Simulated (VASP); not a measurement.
**W: single point with PBE**

W:

```
CELL_PARAMETERS angstrom
-1.59160 1.59160 1.59160
1.59160 -1.59160 1.59160
1.59160 1.59160 -1.59160
ATOMIC_POSITIONS crystal
W 0.00000 0.00000 0.00000
```

| Property | Result |
| --- | --- |
| Program | VASP 6.6.1 |
| Task | single point |
| Functional | PBE |
| Potentials or basis | VASP PAW PBE potentials, release 64 (W_sv) |
| Cutoff | 520 eV |
| k mesh | 19 × 19 × 19 |
| Occupations | fermi-dirac, width 0.05 eV |
| Spin | no spin polarisation |
| Dipole correction | no |
| Further INCAR settings | ALGO = Normal; EDIFF = 1e-06; NBANDS = 13 |

| Property | Result |
| --- | --- |
| Pressure | 0.5 GPa |
| Band gap on the k mesh | zero (band 7 reaches 15.91 eV, above the bottom of band 8 at 10.00 eV) |

Levels at points of the mesh, in eV from the Fermi level:
```
           k point  band 3  band 4  band 5  band 6  band 7  band 8  band 9  band 10  band 11  band 12
(0.00, 0.00, 0.00)  -37.75  -37.75   -9.51   -1.16   -1.16   -1.16    2.26     2.26    14.51    14.51
```

It took 21 s on 1 thread of Intel(R) Xeon(R) Platinum 8488C (Sapphire Rapids), on a shared host, peak memory 0.17 GiB.

Caveat: spin-orbit coupling is left out, which moves the levels of the heavy elements.
